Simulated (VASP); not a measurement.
Set up this calculation in VASP 6.6.1, as the native input.

| Property | Result |
| --- | --- |
| Task | single point |
| Functional | PBE |
| Potentials or basis | VASP PAW PBE potentials, release 64 (B, N) |
| Cutoff | 520 eV |
| k mesh | 12 × 12 × 6 |
| Occupations | gaussian, width 0.02 eV |
| Spin | no spin polarisation |
| Dipole correction | no |
| Further INCAR settings | ALGO = Normal; EDIFF = 1e-07; NBANDS = 16 |

The structure of BN lies in POSCAR:

```
BN
1.0
    2.6875106429      0.0000000000      0.0000000000
   -1.3437553215      2.3274524897      0.0000000000
    0.0000000000      0.0000000000      4.1943082165
B N
2 2
Direct
    0.6666666700      0.3333333300      1.0233822518
    0.3333333300      0.6666666700      0.5233822518
    0.6666666700      0.3333333300      0.6016177482
    0.3333333300      0.6666666700      0.1016177482
```

This cell differs from its parent crystal: strained.

These files were run (other wordings do the same):

INCAR

```
  ALGO = Normal
  EDIFF = 1E-7
  ENCUT = 520
  GGA = PE
  ISIF = 2
  ISMEAR = 0
  LASPH = True
  LCHARG = False
  LREAL = False
  LWAVE = False
  NBANDS = 16
  NELM = 80
  PREC = Accurate
  SIGMA = 0.02
```

KPOINTS

```
k-points
0
Gamma
  12 12 6
```

Potentials or basis: VASP PAW PBE potentials, release 64 (B, N).

Run with:

```sh
$ cat potpaw_PBE.64/B/POTCAR potpaw_PBE.64/N/POTCAR > POTCAR
$ mpirun -np 1 vasp_std > vasp.out
```

Results of the run:

```json
{
 "Pressure": "-25.7 GPa",
 "Largest force": "2.616 eV/Å",
 "Band gap on the k mesh": "4.17 eV, indirect (least direct gap 5.68 eV)"
}
```

Caveat: the cell differs from its parent crystal (strained); forces of over 1 eV/Å act on the atoms, so gaps and moduli don't describe the material at rest.

Run time: 14 s on 1 thread of Intel Xeon 6975P-C, with other jobs on the host, peak memory 0.15 GiB.
